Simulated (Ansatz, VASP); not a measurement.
InP in VASP and in Ansatz

INCAR

```
SYSTEM = InP
  PREC = Accurate
  ENCUT = 500
  EDIFF = 1E-6
  ISMEAR = 0
  SIGMA = 0.05
  LREAL = .False.
  LASPH = .True.
  NELM = 120
  ALGO = Normal
  ISIF = 2
  LWAVE = .False.
  LCHARG = .True.
  GGA = PE
  LELF = .True.
  LVHAR = .True.
  NBANDS = 16
  GGA_COMPAT = .False.
```

KPOINTS

```
Automatic mesh
0
Gamma
  8 8 8
  0 0 0
```

File POSCAR:

```
InP
1.0
    0.0000000000      2.9305005221      2.9305005221
    2.9305005221      0.0000000000      2.9305005221
    2.9305005221      2.9305005221      0.0000000000
In P
1 1
Direct
    0.0000000000      0.0000000000      0.0000000000
    0.7500000000      0.7500000000      0.7500000000
```

Input for Ansatz:

```yaml
crystal:
  lattice:
    - [0.0, 2.9305005221, 2.9305005221]
    - [2.9305005221, 0.0, 2.9305005221]
    - [2.9305005221, 2.9305005221, 0.0]
  atoms:
    - { symbol: In, position: [0.0, 0.0, 0.0] }
    - { symbol: P, position: [0.75, 0.75, 0.75] }
basis:
  ecutwfc: 420
  ecutrho_ratio: 4
kpoints:
  mp_grid: { grid: [8, 8, 8] }
hamiltonian:
  xc: pbe
scf:
  occupations: { method: gaussian, width: 0.05 }
  eigensolver: { kind: davidson }
  mixing: { algorithm: msr1, beta: 0.3 }
output:
  forces: true
  stress: true
```

Alike in both runs: task single point; functional PBE; k mesh 8 × 8 × 8; occupations gaussian, width 0.05 eV; no spin polarisation.

|  | VASP | Ansatz |
| --- | --- | --- |
| version | VASP 6.6.1 | Ansatz 0.2.0 |
| potentials or method | VASP PAW PBE potentials, release 64 (In_d, P), cutoff 500 eV | scalar-relativistic, plane waves, PAW |
| valence electrons in the cell | 18 | 18 |

```tsv
	VASP	Ansatz	Ansatz less VASP
pressure (GPa)	3.3	3.3	+0.06
```

The functional is the same, so the differences come from potentials, cutoffs and numerics.
